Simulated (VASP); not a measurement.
NbSnTe4:

```
Nb Sn Te
1.0
     4.34947    0.00000    0.00000
    -2.17474    3.76675    0.00000
     0.00000    0.00000    9.18944
Nb Sn Te
1 1 4
Direct
  0.00000 0.00000 0.50000
  0.00000 0.00000 0.00000
  0.33333 0.66667 0.74380
  0.33333 0.66667 0.25620
  0.66667 0.33333 0.74380
  0.66667 0.33333 0.25620
```

- Program: VASP 6.6.1
- Task: relaxation of cell and atoms
- Functional: PBE
- Potentials or basis: VASP PAW PBE potentials, release 64 (Nb_sv, Sn_d, Te)
- Cutoff: 600 eV
- k mesh: 6 × 6 × 2
- Occupations: gaussian, width 0.1 eV
- Spin: no spin polarisation

At the start: pressure 27.4 GPa; volume 25.09 Å³/atom.

Question: Where does the relaxation end?

Answer: Over 16 steps the energy falls by 1585.3 meV/atom and the volume is 26.74 Å³/atom (+6.6 %); space group P6/mmm (No. 191, to 0.05 Å).

The path:
```csv
step,energy change (eV),largest force (eV/Å),pressure (GPa),volume (Å³)
1,0.0000,1.0139,27.36,150.55
2,-4.5405,0.4536,-8.19,257.23
3,-6.0511,0.6887,-3.82,208.83
4,-7.4196,0.6818,-4.39,192.83
5,-5.3540,4.3992,24.39,138.04
6,-7.8597,0.7283,-4.09,185.08
7,-9.2453,0.2781,-0.77,162.49
8,-9.1794,0.8528,5.87,150.50
9,-9.4384,0.0446,0.85,158.09
10,-9.4562,0.3527,2.34,155.31
11,-9.4621,0.2088,1.66,156.49
12,-9.4610,0.3649,-0.47,162.93
13,-9.4993,0.2838,0.45,159.65
14,-9.5053,0.0031,-0.76,162.31
15,-9.5084,0.1012,-0.33,161.30
16,-9.5118,0.0179,0.00,160.44
```

Final structure:
```cif
data_structure
_symmetry_space_group_name_H-M 'P 1'
_symmetry_Int_Tables_number 1
_cell_length_a 5.4480
_cell_length_b 5.4480
_cell_length_c 6.2417
_cell_angle_alpha 90.000
_cell_angle_beta 90.000
_cell_angle_gamma 120.000
_cell_volume 160.44
loop_
_atom_site_label
_atom_site_type_symbol
_atom_site_fract_x
_atom_site_fract_y
_atom_site_fract_z
_atom_site_occupancy
Nb1 Nb 0.00000 0.00000 0.50000 1
Sn1 Sn 0.00000 0.00000 0.00000 1
Te1 Te 0.33333 0.66667 0.73739 1
Te2 Te 0.33333 0.66667 0.26261 1
Te3 Te 0.66667 0.33333 0.73739 1
Te4 Te 0.66667 0.33333 0.26261 1
```
